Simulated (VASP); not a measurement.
Set up this calculation in VASP 6.6.1, as the native input.

| Property | Result |
| --- | --- |
| Task | single point |
| Functional | PBE |
| Potentials or basis | VASP PAW PBE potentials, release 64 (Zr_sv, B) |
| Cutoff | 520 eV |
| k mesh | 10 × 10 × 10 |
| Occupations | fermi-dirac, width 0.05 eV |
| Spin | no spin polarisation |
| Dipole correction | no |
| Further INCAR settings | ALGO = Normal; EDIFF = 1e-06; NBANDS = 14 |

The structure of ZrB lies in POSCAR:

```
ZrB
1.0
    0.0000000000      2.3705998121      2.3705998121
    2.3705998121      0.0000000000      2.3705998121
    2.3705998121      2.3705998121      0.0000000000
Zr B
1 1
Direct
    0.0000000000      0.0000000000      0.0000000000
    0.5000000000      0.5000000000      0.5000000000
```

The input as run:

INCAR

```
SYSTEM = ZrB
ALGO = Normal
EDIFF = 1E-6
ENCUT = 520
GGA = PE
ISIF = 2
ISMEAR = -1
LASPH = .TRUE.
LCHARG = .TRUE.
LELF = .TRUE.
LREAL = .FALSE.
LVHAR = .TRUE.
LWAVE = .FALSE.
NBANDS = 14
NELM = 80
PREC = Accurate
SIGMA = 0.05
```

KPOINTS

```
k-points
0
G
  10 10 10
  0 0 0
```

Potentials or basis: VASP PAW PBE potentials, release 64 (Zr_sv, B).

The run is started by

```sh
$ cat potpaw_PBE.64/Zr_sv/POTCAR potpaw_PBE.64/B/POTCAR > POTCAR
$ mpirun -np 1 vasp_std > vasp.out
```

Results of the run:

| Quantity | Value |
| --- | --- |
| Pressure | 19.8 GPa |
| Band gap on the k mesh | zero (an odd number of electrons rules out a gap without spin polarisation) |

Caveat: the cell stands under pressure.

Wall time 41 s on 1 thread of Intel Xeon 8259CL (shared host), peak memory 0.16 GiB.
